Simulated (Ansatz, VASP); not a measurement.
# Si3N in VASP and in Ansatz

Contents of INCAR:

```
  PREC = Accurate
  ENCUT = 520
  EDIFF = 1E-6
  ISMEAR = 0
  SIGMA = 0.05
  LREAL = F
  LASPH = T
  NELM = 80
  ALGO = Normal
  ISIF = 2
  LWAVE = F
  LCHARG = F
  LDIPOL = T
  IDIPOL = 3
  DIPOL = 0.5 0.5 0.328
  GGA = PE
  IVDW = 12
  NBANDS = 27
```

KPOINTS

```
Automatic mesh
0
Gamma
  7 5 1
```

File POSCAR:

```
Si3N
1.0
    3.8333442755      0.0000000000      0.0000000000
    0.0000000000      5.4211674636      0.0000000000
    0.0000000000      0.0000000000     22.4877586337
Si N
6 2
Direct
    0.5000000000      0.0000000000      0.1778745523
    0.0000000000      0.2500000000      0.1778745523
    0.0000000000      0.5038839981      0.2608672216
    0.5000000000      0.7461160019      0.2608672216
    0.5000000000      0.0086033066      0.3418641564
    0.0000000000      0.2413966934      0.3418641564
    0.6666666667      0.6752699732      0.5063981173
    0.6666666667      0.6752699732      0.5553136192
```

Input for Ansatz:

```yaml
crystal:
  lattice:
    - [3.8333442755, 0.0, 0.0]
    - [0.0, 5.4211674636, 0.0]
    - [0.0, 0.0, 22.4877586337]
  atoms:
    - { symbol: Si, position: [0.5, 0.0, 0.1778745523] }
    - { symbol: Si, position: [0.0, 0.25, 0.1778745523] }
    - { symbol: Si, position: [0.0, 0.5038839981, 0.2608672216] }
    - { symbol: Si, position: [0.5, 0.7461160019, 0.2608672216] }
    - { symbol: Si, position: [0.5, 0.0086033066, 0.3418641564] }
    - { symbol: Si, position: [0.0, 0.2413966934, 0.3418641564] }
    - { symbol: "N", position: [0.6666666667, 0.6752699732, 0.5063981173] }
    - { symbol: "N", position: [0.6666666667, 0.6752699732, 0.5553136192] }
basis:
  ecutwfc: 420
kpoints:
  mp_grid: { grid: [7, 5, 1] }
hamiltonian:
  xc: pbe
  pseudopotentials: { kind: paw, azcp: { folder: soft_1 } }
  dispersion: d3bj
scf:
  occupations: { method: gaussian, width: 0.05 }
output:
  forces: true
  eigenvalues: true
efield:
  axis: 3
  dipole_correction: true
  ramp_width: 0.04
```

Alike in both runs: task single point; functional PBE; dispersion D3(BJ); k mesh 7 × 5 × 1; occupations gaussian, width 0.05 eV; no spin polarisation.

|  | VASP | Ansatz |
| --- | --- | --- |
| version | VASP 6.6.1 | Ansatz 0.2.0 |
| potentials or method | VASP PAW PBE potentials, release 64 (Si, N), cutoff 520 eV | scalar-relativistic, plane waves, PAW |
| valence electrons in the cell | 34 | 34 |

```csv
,VASP,Ansatz,Ansatz less VASP
gap on the k mesh at the Fermi level (eV),none,none,-
rms of the force components (eV/Å),0.638,0.190,-0.4477
```

Atom by atom the forces differ by 0.519 eV/Å (rms over components). A gap of «none» marks a metal or a gap that the smearing closes. One of these differences is far larger than is usual between the two programs; its cause wasn't traced.

Noted on VASP's run: the standard files for N, O and F lose accuracy on very short bonds.
